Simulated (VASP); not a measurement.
# SiNi (P2_13) in VASP: further runs

SiNi is run at these levels: PBE, PBEsol, LDA; tasks: single point.

Everything below comes from runs of VASP 6.6.1. Logs are shortened: lines on timing, memory, paths and dates and some standing lists are left out, and cuts for length are marked.

## (1) The cell of the first run

The structure is cubic, space group P2_13 (No. 198). Conventional cell: a = 4.504 Å, b = 4.504 Å, c = 4.504 Å, α = 90.00°, β = 90.00°, γ = 90.00°. Within 3.1 Å of Ni (site symmetry 3) lie 7 Si at 2.36 to 2.44 Å and 6 Ni at 2.78 Å. Si (site symmetry 3) has 7 Ni at 2.36 to 2.44 Å and 6 Si at 2.78 Å within 3.1 Å.

## (2) Single point, PBE, collinear spin, ferromagnetic start

The input, INCAR:

```
SYSTEM = SiNi
PREC = Accurate
ENCUT = 600
EDIFF = 1E-6
ISMEAR = 0
SIGMA = 0.014
LREAL = .False.
LASPH = .True.
NELM = 200
ALGO = Normal
ISIF = 2
LWAVE = .False.
LCHARG = .True.
ISPIN = 2
MAGMOM = 1 1 1 1 0 0 0 0
LORBIT = 11
LMAXMIX = 4
GGA = PE
LELF = .True.
LVHAR = .True.
NBANDS = 42
GGA_COMPAT = .False.
```

The input, KPOINTS:

```
Automatic mesh
0
Gamma
  6 6 6
  0 0 0
```

The input, POSCAR:

```
SiNi
1.0
    4.5036940000      0.0000000000      0.0000000000
    0.0000000000      4.5036940000      0.0000000000
    0.0000000000      0.0000000000      4.5036940000
Ni Si
4 4
Direct
    0.1495040000      0.1495040000      0.1495040000
    0.6495040000      0.3504960000      0.8504960000
    0.8504960000      0.6495040000      0.3504960000
    0.3504960000      0.8504960000      0.6495040000
    0.8468300000      0.8468300000      0.8468300000
    0.3468300000      0.6531700000      0.1531700000
    0.1531700000      0.3468300000      0.6531700000
    0.6531700000      0.1531700000      0.3468300000
```

Potentials or basis: VASP PAW PBE potentials, release 64 (Ni, Si).

Run with:

```
> cat potpaw_PBE.64/Ni/POTCAR potpaw_PBE.64/Si/POTCAR > POTCAR
> mpirun -np 1 vasp_std > vasp.out
```

OUTCAR:

```text
SYSTEM = SiNi
   PREC = Accurate
   ENCUT = 600
   EDIFF = 1E-6
   ISMEAR = 0
   LREAL = .False.
   LASPH = .True.
   NELM = 200
   ISIF = 2
   ISPIN = 2
   LORBIT = 11
   GGA = PE

 ion  position               nearest neighbor table
   1  0.150  0.150  0.150-   5 2.36   6 2.41   7 2.41   8 2.41   6 2.44   7 2.44   8 2.44   2 2.78
                             4 2.78   4 2.78   2 2.78   3 2.78   3 2.78
   2  0.650  0.350  0.850-   6 2.36   5 2.41   7 2.41   8 2.41   7 2.44   8 2.44   5 2.44   3 2.78
                             1 2.78   3 2.78   1 2.78   4 2.78   4 2.78
   3  0.850  0.650  0.350-   7 2.36   6 2.41   5 2.41   8 2.41   8 2.44   5 2.44   6 2.44   2 2.78
                             2 2.78   4 2.78   4 2.78   1 2.78   1 2.78
   4  0.350  0.850  0.650-   8 2.36   6 2.41   7 2.41   5 2.41   6 2.44   7 2.44   5 2.44   1 2.78
                             1 2.78   3 2.78   3 2.78   2 2.78   2 2.78
   5  0.847  0.847  0.847-   1 2.36   2 2.41   3 2.41   4 2.41   2 2.44   3 2.44   4 2.44   6 2.78
                             7 2.78   8 2.78   8 2.78   7 2.78   6 2.78
   6  0.347  0.653  0.153-   2 2.36   1 2.41   3 2.41   4 2.41   3 2.44   4 2.44   1 2.44   8 2.78
                             5 2.78   7 2.78   7 2.78   8 2.78   5 2.78
   7  0.153  0.347  0.653-   3 2.36   2 2.41   1 2.41   4 2.41   4 2.44   1 2.44   2 2.44   8 2.78
                             5 2.78   6 2.78   5 2.78   6 2.78   8 2.78
   8  0.653  0.153  0.347-   4 2.36   2 2.41   3 2.41   1 2.41   2 2.44   3 2.44   1 2.44   7 2.78
                             5 2.78   5 2.78   6 2.78   6 2.78   7 2.78

  LATTYP: Found a simple cubic cell.
 ALAT       =     4.5036940000

  Lattice vectors:

 A1 = (   4.5036940000,   0.0000000000,   0.0000000000)
 A2 = (   0.0000000000,   4.5036940000,   0.0000000000)
 A3 = (   0.0000000000,   0.0000000000,   4.5036940000)

Analysis of symmetry for initial positions (statically):
=====================================================================
 Subroutine PRICEL returns:
 Original cell was already a primitive cell.

 Routine SETGRP: Setting up the symmetry group for a
 simple cubic supercell.

 Subroutine GETGRP returns: Found 12 space group operations
 (whereof  3 operations were pure point group operations)
 out of a pool of 48 trial point group operations.

The static configuration has the point symmetry C_3 .
 The point group associated with its full space group is T   .

Analysis of symmetry for dynamics (positions and initial velocities):
=====================================================================
 Subroutine PRICEL returns:
 Original cell was already a primitive cell.

 Routine SETGRP: Setting up the symmetry group for a
 simple cubic supercell.

 Subroutine GETGRP returns: Found 12 space group operations
 (whereof  3 operations were pure point group operations)
 out of a pool of 48 trial point group operations.

The dynamic configuration has the point symmetry C_3 .
 The point group associated with its full space group is T   .

Analysis of structural, dynamic, and magnetic symmetry:
=====================================================================
 Subroutine PRICEL returns:
 Original cell was already a primitive cell.

 Routine SETGRP: Setting up the symmetry group for a
 simple cubic supercell.

 Subroutine GETGRP returns: Found 12 space group operations
 (whereof  3 operations were pure point group operations)
 out of a pool of 48 trial point group operations.

The overall configuration has the point symmetry C_3 .
 The point group associated with its full space group is T   .

 Subroutine INISYM returns: Found 12 space group operations
 (whereof  3 operations are pure point group operations),
 and found     1 'primitive' translations

----------------------------------------------------------------------------------------

                                     Primitive cell

  volume of cell :      91.3496

  direct lattice vectors                    reciprocal lattice vectors
     4.503694000  0.000000000  0.000000000     0.222039952  0.000000000  0.000000000
     0.000000000  4.503694000  0.000000000     0.000000000  0.222039952  0.000000000
     0.000000000  0.000000000  4.503694000     0.000000000  0.000000000  0.222039952

  length of vectors
     4.503694000  4.503694000  4.503694000     0.222039952  0.222039952  0.222039952

  position of ions in fractional coordinates (direct lattice)
     0.149504000  0.149504000  0.149504000
     0.649504000  0.350496000  0.850496000
     0.850496000  0.649504000  0.350496000
     0.350496000  0.850496000  0.649504000
     0.846830000  0.846830000  0.846830000
     0.346830000  0.653170000  0.153170000
     0.153170000  0.346830000  0.653170000
     0.653170000  0.153170000  0.346830000

  ion indices of the primitive-cell ions
   primitive index   ion index
                 1           1
                 2           2
                 3           3
                 4           4
                 5           5
                 6           6
                 7           7
                 8           8

----------------------------------------------------------------------------------------

 KPOINTS: Automatic mesh

Automatic generation of k-mesh.
 Grid dimensions read from file:
 generate k-points for:    6    6    6

 Generating k-lattice:

  Cartesian coordinates                     Fractional coordinates (reciprocal lattice)
     0.037006659  0.000000000  0.000000000     0.166666667  0.000000000  0.000000000
     0.000000000  0.037006659  0.000000000     0.000000000  0.166666667  0.000000000
     0.000000000  0.000000000  0.037006659     0.000000000  0.000000000  0.166666667

  Length of vectors
     0.037006659  0.037006659  0.037006659

  Shift w.r.t. Gamma in fractional coordinates (k-lattice)
     0.000000000  0.000000000  0.000000000

 Subroutine IBZKPT returns following result:
 ===========================================

 Found     24 irreducible k-points:

 Following reciprocal coordinates:
            Coordinates               Weight
  0.000000  0.000000  0.000000      1.000000
  0.166667  0.000000  0.000000      6.000000
  0.333333  0.000000  0.000000      6.000000
  0.500000  0.000000  0.000000      3.000000
  0.166667  0.166667  0.000000     12.000000
  0.333333  0.166667  0.000000     12.000000
[... 16 lines left out ...]
  0.500000  0.500000  0.333333      6.000000
  0.500000  0.500000  0.500000      1.000000
   k-points           NKPTS =     24   k-points in BZ     NKDIM =     24   number of bands    NBANDS=     42
   number of dos      NEDOS =    301   number of ions     NIONS =      8
   total plane-waves  NPLWV =  46656
   dimension x,y,z NGX =    36 NGY =   36 NGZ =   36
   dimension x,y,z NGXF=    72 NGYF=   72 NGZF=   72
   ions per type =               4   4
   NGX,Y,Z   is equivalent  to a cutoff of  13.29, 13.29, 13.29 a.u.
   NGXF,Y,Z  is equivalent  to a cutoff of  26.58, 26.58, 26.58 a.u.
 SYSTEM =  SiNi
   PREC   = accura    normal or accurate (medium, high low for compatibility)
   ISTART =      0    job   : 0-new  1-cont  2-samecut
   ICHARG =      2    charge: 1-file 2-atom 10-const
   ISPIN  =      2    spin polarized calculation?
   LNONCOLLINEAR =      F non collinear calculations
   LSORBIT =      F    spin-orbit coupling
   LASPH  =      T    aspherical Exc in radial PAW
   ENCUT  =  600.0 eV  44.10 Ry    6.64 a.u.   8.99  8.99  8.99*2*pi/ulx,y,z
   NELM   =    200;   NELMIN=  2; NELMDL= -5     # of ELM steps
   EDIFF  = 0.1E-05   stopping-criterion for ELM
   LREAL  =      F    real-space projection
   EDIFFG = 0.1E-04   stopping-criterion for IOM
   NSW    =      0    number of steps for IOM
   IBRION =     -1    ionic relax: 0-MD 1-quasi-New 2-CG
   NFREE  =      0    steps in history (QN), initial steepest desc. (CG)
   ISIF   =      2    stress and relaxation
   ISYM   =      2    0-nonsym 1-usesym 2-fastsym
   POTIM  = 0.5000    time-step for ionic-motion
   TEBEG  =    0.0;   TEEND  =   0.0 temperature during run
   PSTRESS=    0.0 pullay stress
   NELECT =      56.0000    total number of electrons
   NUPDOWN=      -1.0000    fix difference up-down
   EMIN   =  10.00;   EMAX   =-10.00  energy-range for DOS
   EFERMI =   0.00;   METHOD = LEGACY
   ISMEAR =     0;   SIGMA  =   0.01  broadening in eV -4-tet -1-fermi 0-gaus
   EFERMI_NEDOS =   21; number of points for ismear=-14 and -15
   IALGO  =     38    algorithm
   IMIX   =      4    mixing-type and parameters
     AMIX     =   0.40;   BMIX     =  1.00
     AMIX_MAG =   1.60;   BMIX_MAG =  1.00
  volume/ion in A,a.u.               =      11.42        77.06
  Fermi-wavevector in a.u.,A,eV,Ry     =   1.390706  2.628053 26.314523  1.934063
  Thomas-Fermi vector in A             =   2.514615
   LORBIT       =     11    0 simple, 1 ext, 2 COOP (PROOUT), +10 PAW based schemes
   GGA     = PE    functional components
   LHFCALC =     F    Hartree Fock is set to
   AEXX    =    0.0000 exact exchange contribution
   IVDW    =     0    specifies the selected vdW correction
   LEPSILON=     F    determine dielectric tensor
   LRPA    =     F    only Hartree local field effects (RPA)
 spin polarized calculation
 Gauss-broadening in eV      SIGMA  =   0.01
  energy-cutoff  :      600.00
  volume of cell :       91.35
 maximum number of plane-waves:      3112
   NGX = 17   NGY = 17   NGZ = 17

 number of electron      55.9999997 magnetization      -0.0129349

 number of electron      55.9999997 magnetization       0.0002506

 Free energy of the ion-electron system (eV)
  ---------------------------------------------------
  ext. energy  EPLUGINS =         0.00000000
  ---------------------------------------------------
  free energy    TOTEN  =       -46.81628060 eV

  energy without entropy =      -46.81607092  energy(sigma->0) =      -46.81617576

 E-fermi :  11.9308     XC(G=0): -12.5654

 val. band max:       11.9096011248   @ k =   0.3333   0.0000   0.0000
 cond. band min:      11.9441283596   @ k =  -0.1667   0.3333   0.0000
 fundamental gap:      0.0345272349
 Fermi energy:        11.9307618320

 spin component 1

 k-point     1 :       0.0000    0.0000    0.0000
  band No.  band energies     occupation
      1      -2.2653      1.00000
      2       3.1342      1.00000
      3       3.1342      1.00000
      4       3.1342      1.00000
      5       5.6662      1.00000
      6       5.6662      1.00000
[... 32 lines left out ...]
     39      16.4984      0.00000
[... 988 lines left out ...]
     39      18.4485      0.00000
     40      18.4485      0.00000
 Fermi energy:        11.9307618320

 spin component 2

 k-point     1 :       0.0000    0.0000    0.0000
  band No.  band energies     occupation
      1      -2.2653      1.00000
      2       3.1342      1.00000
      3       3.1342      1.00000
      4       3.1342      1.00000
      5       5.6662      1.00000
      6       5.6662      1.00000
[... 32 lines left out ...]
     39      16.4984      0.00000
[... 988 lines left out ...]
     39      18.4485      0.00000
     40      18.4485      0.00000
 [bands above 40 left out]

------------------------ aborting loop because EDIFF is reached ----------------------------------------

  FORCE on cell =-STRESS in cart. coord.  units (eV):
  Direction    XX          YY          ZZ          XY          YZ          ZX
  --------------------------------------------------------------------------------------
  -------------------------------------------------------------------------------------
  Total        0.9732874      0.9732874      0.9732874     -0.0000000      0.0000000      0.0000000
  in kB       17.0704530     17.0704530     17.0704530     -0.0000000      0.0000000      0.0000000
  external PRESSURE =      17.0704530 kB  Pullay stress =       0.0000000 kB

 VOLUME and BASIS-vectors are now :
 -----------------------------------------------------------------------------
  energy-cutoff  :      600.00
  volume of cell :       91.35
      direct lattice vectors                 reciprocal lattice vectors
     4.503694000  0.000000000  0.000000000     0.222039952  0.000000000  0.000000000
     0.000000000  4.503694000  0.000000000     0.000000000  0.222039952  0.000000000
     0.000000000  0.000000000  4.503694000     0.000000000  0.000000000  0.222039952

 POSITION                                       TOTAL-FORCE (eV/Angst)
 -----------------------------------------------------------------------------------
      0.67332      0.67332      0.67332        -0.017334     -0.017334     -0.017334
      2.92517      1.57853      3.83037        -0.017334      0.017334      0.017334
      3.83037      2.92517      1.57853         0.017334     -0.017334      0.017334
      1.57853      3.83037      2.92517         0.017334      0.017334     -0.017334
      3.81386      3.81386      3.81386        -0.011429     -0.011429     -0.011429
      1.56202      2.94168      0.68983        -0.011429      0.011429      0.011429
      0.68983      1.56202      2.94168         0.011429     -0.011429      0.011429
      2.94168      0.68983      1.56202         0.011429      0.011429     -0.011429
 -----------------------------------------------------------------------------------
    total drift:                                0.000000      0.000000     -0.000000

  FREE ENERGIE OF THE ION-ELECTRON SYSTEM (eV)
  ---------------------------------------------------
  free  energy   TOTEN  =       -46.8162806043 eV

  energy  without entropy=      -46.8160709243  energy(sigma->0) =      -46.81617576

 total charge

# of ion       s       p       d       tot
------------------------------------------
    1        0.453   0.602   8.493   9.548
    2        0.453   0.602   8.493   9.548
    3        0.453   0.602   8.493   9.548
    4        0.453   0.602   8.493   9.548
    5        0.739   0.845   0.000   1.584
    6        0.739   0.845   0.000   1.584
    7        0.739   0.845   0.000   1.584
    8        0.739   0.845   0.000   1.584
--------------------------------------------------
tot          4.768   5.788  33.971  44.527

 magnetization (x)

# of ion       s       p       d       tot
------------------------------------------
    1        0.000  -0.000   0.000   0.000
    2        0.000  -0.000   0.000   0.000
    3        0.000  -0.000   0.000   0.000
    4        0.000  -0.000   0.000   0.000
    5       -0.000  -0.000   0.000  -0.000
    6       -0.000  -0.000   0.000  -0.000
    7       -0.000  -0.000   0.000  -0.000
    8       -0.000  -0.000   0.000  -0.000
--------------------------------------------------
tot         -0.000  -0.000   0.000   0.000
```

It took 2.3 min on 1 thread of Intel Xeon Platinum 8488C (Sapphire Rapids), shared host; peak memory 0.33 GiB.

Results:

| Item | Value |
| --- | --- |
| Free energy | -46.8163 eV |
| Pressure | 1.7 GPa |
| Largest force | 0.030 eV/Å |
| Band gap on the k mesh | zero (filled and empty bands overlap) |
| Net moment | 0.00 μB per cell |
| Valence electrons inside the program's atomic spheres | Ni 9.55; Si 1.58 |

Forces in eV/Å, atoms in the order of the input:
```
Ni  -0.017 -0.017 -0.017
Ni  -0.017  0.017  0.017
Ni   0.017 -0.017  0.017
Ni   0.017  0.017 -0.017
Si  -0.011 -0.011 -0.011
Si  -0.011  0.011  0.011
Si   0.011 -0.011  0.011
Si   0.011  0.011 -0.011
```

Levels at points of the mesh, in eV from the Fermi level:
Spin up:
```tsv
k point	band 25	band 26	band 27	band 28	band 29	band 30	band 31	band 32
(0.00, 0.00, 0.00)	-1.61	-1.61	-1.61	0.96	0.96	0.96	1.37	1.37
(0.50, 0.00, 0.00)	-1.98	-1.98	-0.61	-0.61	-0.21	-0.21	2.73	2.73
(0.50, 0.50, 0.00)	-1.52	-1.52	-0.98	-0.98	0.32	0.32	0.86	0.86
(0.50, 0.50, 0.50)	-1.77	-1.77	-1.77	-1.77	4.16	4.16	4.16	4.16
```
Spin down:
```tsv
k point	band 25	band 26	band 27	band 28	band 29	band 30	band 31	band 32
(0.00, 0.00, 0.00)	-1.61	-1.61	-1.61	0.96	0.96	0.96	1.37	1.37
(0.50, 0.00, 0.00)	-1.98	-1.98	-0.61	-0.61	-0.21	-0.21	2.73	2.73
(0.50, 0.50, 0.00)	-1.52	-1.52	-0.98	-0.98	0.32	0.32	0.86	0.86
(0.50, 0.50, 0.50)	-1.77	-1.77	-1.77	-1.77	4.16	4.16	4.16	4.16
```

(Continued in part 2 of 2.)
